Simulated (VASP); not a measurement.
# Ti16O in VASP: relaxation of the atoms with PBE

Aim: the relaxation of the atoms of Ti16O with PBE.

All numbers are computed with VASP 6.6.1; they aren't measurements. Logs are shortened: lines on timing, memory, paths and dates and some standing lists are left out, and cuts for length are marked.

**1. The cell of the first run**

The cell holds a slab with vacuum, 17 atoms: a = 5.876 Å, b = 5.876 Å, c = 22.404 Å, α = 90.00°, β = 90.00°, γ = 120.00°.

**2. Relaxation of the atoms, PBE**

The input, INCAR:

```
  PREC = Accurate
  ENCUT = 520
  EDIFF = 1E-7
  ISMEAR = 0
  SIGMA = 0.1
  LREAL = False
  LASPH = True
  NELM = 120
  ALGO = Normal
  ISIF = 2
  LWAVE = False
  LCHARG = False
  LDIPOL = True
  IDIPOL = 3
  DIPOL = 0.5 0.5 0.346
  GGA = PE
  IBRION = 2
  NSW = 36
  EDIFFG = -0.025
  GGA_COMPAT = False
  NELMIN = 4
  NELMDL = -8
  KPAR = 4
```

The input, KPOINTS:

```
regular mesh
0
Gamma
  6 6 1
```

The input, POSCAR:

```
Ti16O
1.0
    5.8763264167      0.0000000000      0.0000000000
   -2.9381632084      5.0890479578      0.0000000000
    0.0000000000      0.0000000000     22.4042085313
Ti O
16 1
Selective dynamics
Direct
    0.3333333333      0.1666666667      0.1785378847  F F F
    0.3333333333      0.6666666667      0.1785378847  F F F
    0.8333333333      0.1666666667      0.1785378847  F F F
    0.8333333333      0.6666666667      0.1785378847  F F F
    0.1666666667      0.3333333333      0.2823234171  F F F
    0.1666666667      0.8333333333      0.2823234171  F F F
    0.6666666667      0.3333333333      0.2823234171  F F F
    0.6666666667      0.8333333333      0.2823234171  F F F
    0.3333333333      0.1666666667      0.3901740107  F F F
    0.3333333333      0.6666666667      0.3901740107  F F F
    0.8333333333      0.1666666667      0.3901740107  F F F
    0.8333333333      0.6666666667      0.3901740107  F F F
    0.1666666667      0.3333333333      0.4867035814  F F F
    0.1666666667      0.8333333333      0.4867035814  F F F
    0.6666666667      0.3333333333      0.4867035814  F F F
    0.6666666667      0.8333333333      0.4867035814  F F F
    0.5000000000      0.5000000000      0.5313380526  F F T
```

Potentials or basis: VASP PAW PBE potentials, release 64 (Ti_sv, O).

Command:

```console
$ cat potpaw_PBE.64/Ti_sv/POTCAR potpaw_PBE.64/O/POTCAR > POTCAR
$ mpirun -np 4 vasp_std > vasp.out
```

OUTCAR:

```text
PREC = Accurate
   ENCUT = 520
   EDIFF = 1E-7
   ISMEAR = 0
   LREAL = False
   LASPH = True
   NELM = 120
   ISIF = 2
   GGA = PE
   IBRION = 2
   NSW = 36
   EDIFFG = -0.025
   NELMIN = 4
   NELMDL = -8

 ion  position               nearest neighbor table
   1  0.333  0.167  0.179-   5 2.88   7 2.88   6 2.88
   2  0.333  0.667  0.179-   6 2.88   8 2.88   5 2.88
   3  0.833  0.167  0.179-   7 2.88   5 2.88   8 2.88
   4  0.833  0.667  0.179-   8 2.88   6 2.88   7 2.88
   5  0.167  0.333  0.282-   1 2.88   3 2.88   2 2.88
   6  0.167  0.833  0.282-   2 2.88   4 2.88   1 2.88
   7  0.667  0.333  0.282-   3 2.88   1 2.88   4 2.88
   8  0.667  0.833  0.282-   4 2.88   2 2.88   3 2.88
   9  0.333  0.167  0.390-  13 2.75  15 2.75  14 2.75
  10  0.333  0.667  0.390-  14 2.75  16 2.75  13 2.75
  11  0.833  0.167  0.390-  15 2.75  13 2.75  16 2.75
  12  0.833  0.667  0.390-  16 2.75  14 2.75  15 2.75
  13  0.167  0.333  0.487-  17 1.97   9 2.75  11 2.75  10 2.75
  14  0.167  0.833  0.487-  10 2.75  12 2.75   9 2.75
  15  0.667  0.333  0.487-  17 1.97  11 2.75   9 2.75  12 2.75
  16  0.667  0.833  0.487-  17 1.97  12 2.75  10 2.75  11 2.75
  17  0.500  0.500  0.531-  13 1.97  16 1.97  15 1.97

  LATTYP: Found a hexagonal cell.
 ALAT       =     5.8763264167
 C/A-ratio  =     3.8126215160

  Lattice vectors:

 A1 = (   5.8763264167,   0.0000000000,   0.0000000000)
 A2 = (  -2.9381632084,   5.0890479578,   0.0000000000)
 A3 = (   0.0000000000,   0.0000000000,  22.4042085313)

Analysis of symmetry for initial positions (statically):
=====================================================================
 Subroutine PRICEL returns:
 Original cell was already a primitive cell.

 Routine SETGRP: Setting up the symmetry group for a
 hexagonal supercell.

 Subroutine GETGRP returns: Found  6 space group operations
 (whereof  2 operations were pure point group operations)
 out of a pool of 24 trial point group operations.

The static configuration has the point symmetry C_1h.
 The point group associated with its full space group is C_3v.

Analysis of symmetry for dynamics (positions and initial velocities):
=====================================================================
 Subroutine PRICEL returns:
 Original cell was already a primitive cell.

 Routine SETGRP: Setting up the symmetry group for a
 hexagonal supercell.

 Subroutine GETGRP returns: Found  6 space group operations
 (whereof  2 operations were pure point group operations)
 out of a pool of 24 trial point group operations.

The dynamic configuration has the point symmetry C_1h.
 The point group associated with its full space group is C_3v.

Analysis of constrained symmetry for selective dynamics:
=====================================================================
 Subroutine PRICEL returns:
 Original cell was already a primitive cell.

 Routine SETGRP: Setting up the symmetry group for a
 hexagonal supercell.

 Subroutine GETGRP returns: Found  6 space group operations
 (whereof  2 operations were pure point group operations)
 out of a pool of 24 trial point group operations.

The constrained configuration has the point symmetry C_1h.
 The point group associated with its full space group is C_3v.

 Subroutine INISYM returns: Found  6 space group operations
 (whereof  2 operations are pure point group operations),
 and found     1 'primitive' translations

----------------------------------------------------------------------------------------

                                     Primitive cell

  volume of cell :     669.9958

  direct lattice vectors                    reciprocal lattice vectors
     5.876326417  0.000000000  0.000000000     0.170174345  0.098250204  0.000000000
    -2.938163208  5.089047958  0.000000000     0.000000000  0.196500408  0.000000000
[... 75 lines left out ...]
  0.500000  0.000000  0.000000      3.000000
  0.166667  0.166667  0.000000      6.000000
  0.333333  0.166667  0.000000     12.000000
  0.333333  0.333333  0.000000      2.000000
   k-points           NKPTS =      7   k-points in BZ     NKDIM =      7   number of bands    NBANDS=    118
   number of dos      NEDOS =    301   number of ions     NIONS =     17
   total plane-waves  NPLWV = 387072
   dimension x,y,z NGX =    48 NGY =   48 NGZ =  168
   dimension x,y,z NGXF=    96 NGYF=   96 NGZF=  336
   ions per type =              16   1
   NGX,Y,Z   is equivalent  to a cutoff of  13.58, 13.58, 12.47 a.u.
   NGXF,Y,Z  is equivalent  to a cutoff of  27.16, 27.16, 24.93 a.u.
 SYSTEM =  unknown system
   PREC   = accura    normal or accurate (medium, high low for compatibility)
   ISTART =      0    job   : 0-new  1-cont  2-samecut
   ICHARG =      2    charge: 1-file 2-atom 10-const
   ISPIN  =      1    spin polarized calculation?
   LNONCOLLINEAR =      F non collinear calculations
   LSORBIT =      F    spin-orbit coupling
   LASPH  =      T    aspherical Exc in radial PAW
   ENCUT  =  520.0 eV  38.22 Ry    6.18 a.u.  10.93 10.93 41.66*2*pi/ulx,y,z
   NELM   =    120;   NELMIN=  4; NELMDL= -8     # of ELM steps
   EDIFF  = 0.1E-06   stopping-criterion for ELM
   LREAL  =      F    real-space projection
   EDIFFG = -.3E-01   stopping-criterion for IOM
   NSW    =     36    number of steps for IOM
   IBRION =      2    ionic relax: 0-MD 1-quasi-New 2-CG
   NFREE  =      1    steps in history (QN), initial steepest desc. (CG)
   ISIF   =      2    stress and relaxation
   ISYM   =      2    0-nonsym 1-usesym 2-fastsym
   POTIM  = 0.5000    time-step for ionic-motion
   TEBEG  =    0.0;   TEEND  =   0.0 temperature during run
   PSTRESS=    0.0 pullay stress
   NELECT =     198.0000    total number of electrons
   NUPDOWN=      -1.0000    fix difference up-down
   EMIN   =  10.00;   EMAX   =-10.00  energy-range for DOS
   EFERMI =   0.00;   METHOD = LEGACY
   ISMEAR =     0;   SIGMA  =   0.10  broadening in eV -4-tet -1-fermi 0-gaus
   EFERMI_NEDOS =   21; number of points for ismear=-14 and -15
   IALGO  =     38    algorithm
   IMIX   =      4    mixing-type and parameters
     AMIX     =   0.40;   BMIX     =  1.00
     AMIX_MAG =   1.60;   BMIX_MAG =  1.00
  volume/ion in A,a.u.               =      39.41       265.96
  Fermi-wavevector in a.u.,A,eV,Ry     =   1.090450  2.060652 16.178441  1.189082
  Thomas-Fermi vector in A             =   2.226675
   LORBIT       =      0    0 simple, 1 ext, 2 COOP (PROOUT), +10 PAW based schemes
   GGA     = PE    functional components
   LHFCALC =     F    Hartree Fock is set to
   AEXX    =    0.0000 exact exchange contribution
   IVDW    =     0    specifies the selected vdW correction
   LEPSILON=     F    determine dielectric tensor
   LRPA    =     F    only Hartree local field effects (RPA)
 conjugate gradient relaxation of ions
 non-spin polarized calculation
 Gauss-broadening in eV      SIGMA  =   0.10
  energy-cutoff  :      520.00
  volume of cell :      670.00
 maximum number of plane-waves:     18070
 NGX is ok and might be reduce to    48
   NGX = 21   NGY = 21   NGZ = 83

 dipolmoment           0.000000      0.000000      0.039427 electrons x Angstroem

--------------------------------------- Ionic step        1  -------------------------------------------

 number of electron     197.9999966 magnetization

 Free energy of the ion-electron system (eV)
  ---------------------------------------------------
  ext. energy  EPLUGINS =         0.00000000
  ---------------------------------------------------
  free energy    TOTEN  =      -128.60778642 eV

  energy without entropy =     -128.44664426  energy(sigma->0) =     -128.52721534

------------------------ aborting loop because EDIFF is reached ----------------------------------------

  FORCE on cell =-STRESS in cart. coord.  units (eV):
  Direction    XX          YY          ZZ          XY          YZ          ZX
  --------------------------------------------------------------------------------------
  -------------------------------------------------------------------------------------
  Total       -3.3797211     -3.3797211     -4.1624643      0.0000000      0.0000000      0.0000000
  in kB       -8.0820101     -8.0820101     -9.9538029      0.0000000      0.0000000      0.0000000
  external PRESSURE =      -8.7059410 kB  Pullay stress =       0.0000000 kB
[... 40 lines left out ...]
 number of electron     197.9999964 magnetization

------------------------ aborting loop because EDIFF is reached ----------------------------------------

 vacuum level on the upper side and lower side of the slab       (xc-potential included)        -0.234        -0.010

  FORCE on cell =-STRESS in cart. coord.  units (eV):
  Direction    XX          YY          ZZ          XY          YZ          ZX
  --------------------------------------------------------------------------------------
  -------------------------------------------------------------------------------------
  Total       -3.1386962     -3.1386962     -3.8433675      0.0000000     -0.0000000      0.0000000
  in kB       -7.5056413     -7.5056413     -9.1907391      0.0000000     -0.0000000      0.0000000
  external PRESSURE =      -8.0673405 kB  Pullay stress =       0.0000000 kB
[... 38 lines left out ...]
--------------------------------------- Ionic step        3  -------------------------------------------

 number of electron     197.9999962 magnetization

 dipolmoment           0.000000      0.000000     -0.042261 electrons x Angstroem

 Free energy of the ion-electron system (eV)
  ---------------------------------------------------
  ext. energy  EPLUGINS =         0.00000000
  ---------------------------------------------------
  free energy    TOTEN  =      -128.61572374 eV

  energy without entropy =     -128.45460886  energy(sigma->0) =     -128.53516630

 E-fermi :   1.1510     XC(G=0):  -5.7199

 val. band max:        1.1503652980   @ k =   0.5000   0.0000   0.0000
 cond. band min:       1.1516364247   @ k =   0.1667   0.1667   0.0000
 fundamental gap:      0.0012711267
 Fermi energy:         1.1510468507

 k-point     1 :       0.0000    0.0000    0.0000
  band No.  band energies     occupation
      1     -55.8356      2.00000
      2     -55.8044      2.00000
      3     -55.7634      2.00000
      4     -55.7634      2.00000
      5     -55.7518      2.00000
      6     -55.7289      2.00000
[... 787 lines left out ...]
    110       1.5911      0.00000
    111       1.6436      0.00000
 [bands above 111 left out]

------------------------ aborting loop because EDIFF is reached ----------------------------------------

 vacuum level on the upper side and lower side of the slab       (xc-potential included)        -0.236         0.002

  FORCE on cell =-STRESS in cart. coord.  units (eV):
  Direction    XX          YY          ZZ          XY          YZ          ZX
  --------------------------------------------------------------------------------------
  -------------------------------------------------------------------------------------
  Total       -2.9491609     -2.9491609     -3.6052021      0.0000000      0.0000000      0.0000000
  in kB       -7.0524009     -7.0524009     -8.6212084      0.0000000      0.0000000      0.0000000
  external PRESSURE =      -7.5753367 kB  Pullay stress =       0.0000000 kB
[... 32 lines left out ...]
  FREE ENERGIE OF THE ION-ELECTRON SYSTEM (eV)
  ---------------------------------------------------
  free  energy   TOTEN  =      -128.6157237352 eV

  energy  without entropy=     -128.4546088564  energy(sigma->0) =     -128.53516630

 reached required accuracy - stopping structural energy minimisation

 vacuum level on the upper side and lower side of the slab         5.238         5.476
```

It took 23 min on 4 MPI ranks of Intel Xeon 6975P-C (Granite Rapids), shared host; peak memory 1.1 GiB.

What came out:

- Free energy: -128.6157 eV
- Energy gained by relaxing: 0.5 meV/atom
- Ionic steps: 3
- Band gap on the k mesh: zero (bands 99 and 100 overlap by 0.79 eV)

The path:
| step | energy change (eV) | largest force on free atoms (eV/Å) | pressure (GPa) |
| --- | --- | --- | --- |
| 1 | 0.0000 | 0.4295 | -0.87 |
| 2 | -0.0064 | 0.1886 | -0.81 |
| 3 | -0.0079 | 0.0043 | -0.76 |

Final structure:
```cif
data_structure
_symmetry_space_group_name_H-M 'P 1'
_symmetry_Int_Tables_number 1
_cell_length_a 5.8763
_cell_length_b 5.8763
_cell_length_c 22.4042
_cell_angle_alpha 90.000
_cell_angle_beta 90.000
_cell_angle_gamma 120.000
_cell_volume 670.00
loop_
_atom_site_label
_atom_site_type_symbol
_atom_site_fract_x
_atom_site_fract_y
_atom_site_fract_z
_atom_site_occupancy
Ti1 Ti 0.33333 0.16667 0.17854 1
Ti2 Ti 0.33333 0.66667 0.17854 1
Ti3 Ti 0.83333 0.16667 0.17854 1
Ti4 Ti 0.83333 0.66667 0.17854 1
Ti5 Ti 0.16667 0.33333 0.28232 1
Ti6 Ti 0.16667 0.83333 0.28232 1
Ti7 Ti 0.66667 0.33333 0.28232 1
Ti8 Ti 0.66667 0.83333 0.28232 1
Ti9 Ti 0.33333 0.16667 0.39017 1
Ti10 Ti 0.33333 0.66667 0.39017 1
Ti11 Ti 0.83333 0.16667 0.39017 1
Ti12 Ti 0.83333 0.66667 0.39017 1
Ti13 Ti 0.16667 0.33333 0.48670 1
Ti14 Ti 0.16667 0.83333 0.48670 1
Ti15 Ti 0.66667 0.33333 0.48670 1
Ti16 Ti 0.66667 0.83333 0.48670 1
O1 O 0.50000 0.50000 0.52971 1
```

Levels at points of the mesh, in eV from the Fermi level:
| k point | band 94 | band 95 | band 96 | band 97 | band 98 | band 99 | band 100 | band 101 | band 102 | band 103 |
| --- | --- | --- | --- | --- | --- | --- | --- | --- | --- | --- |
| (0.00, 0.00, 0.00) | -0.16 | 0.13 | 0.13 | 0.17 | 0.24 | 0.48 | 0.50 | 0.50 | 0.59 | 0.65 |
| (0.50, 0.00, 0.00) | -0.54 | -0.52 | -0.42 | -0.31 | -0.30 | -0.23 | -0.16 | -0.09 | 0.00 | 0.09 |
